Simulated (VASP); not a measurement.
Set up this calculation in VASP 6.6.1, as the native input.

| Quantity | Value |
| --- | --- |
| Task | single point |
| Functional | PBE |
| Potentials or basis | VASP PAW PBE potentials, release 64 (Mg, O) |
| Cutoff | 520 eV |
| k mesh | 10 × 10 × 1 |
| Occupations | fermi-dirac, width 0.02 eV |
| Spin | no spin polarisation |
| Dipole correction | yes |
| Electric field (eV/Å) | -0.5 eV/Å |
| Further INCAR settings | ALGO = Normal; EDIFF = 1e-06; NBANDS = 21; EFIELD = -0.5 |

The structure of MgO lies in POSCAR:

```
MgO
1.0
    3.0079491112      0.0000000000      0.0000000000
    0.0000000000      3.0079491112      0.0000000000
    0.0000000000      0.0000000000     20.2539000000
Mg O
3 3
Direct
    0.2500000000      0.2500000000      0.3961221553
    0.7500000000      0.7500000000      0.4999999983
    0.2500000000      0.2500000000      0.6038778387
    0.7500000000      0.7500000000      0.3937806600
    0.2500000000      0.2500000000      0.4999999987
    0.7500000000      0.7500000000      0.6062193490
```

One way to write it, as run:

INCAR

```
SYSTEM = MgO
ALGO = Normal ; DIPOL = 0.5 0.5 0.500
EDIFF = 1E-6 ; EFIELD = -0.5
ENCUT = 520 ; GGA = PE
IDIPOL = 3 ; ISIF = 2
ISMEAR = -1 ; LASPH = .True.
LCHARG = .False. ; LDIPOL = .True.
LREAL = .False. ; LWAVE = .False.
NBANDS = 21 ; NELM = 80
PREC = Accurate ; SIGMA = 0.02
```

KPOINTS

```
k-points
0
Gamma
  10 10 1
  0 0 0
```

Potentials or basis: VASP PAW PBE potentials, release 64 (Mg, O).

Launch:

```bash
$ cat potpaw_PBE.64/Mg/POTCAR potpaw_PBE.64/O/POTCAR > POTCAR
$ mpirun -np 1 vasp_std > vasp.out
```

Results of the run:

```yaml
Largest_force: 0.300 eV/Å
Band_gap_on_the_k_mesh: 2.55 eV
```

Run time: 3.2 min on 1 thread of Intel Xeon 8259CL (shared host), peak memory 0.31 GiB.
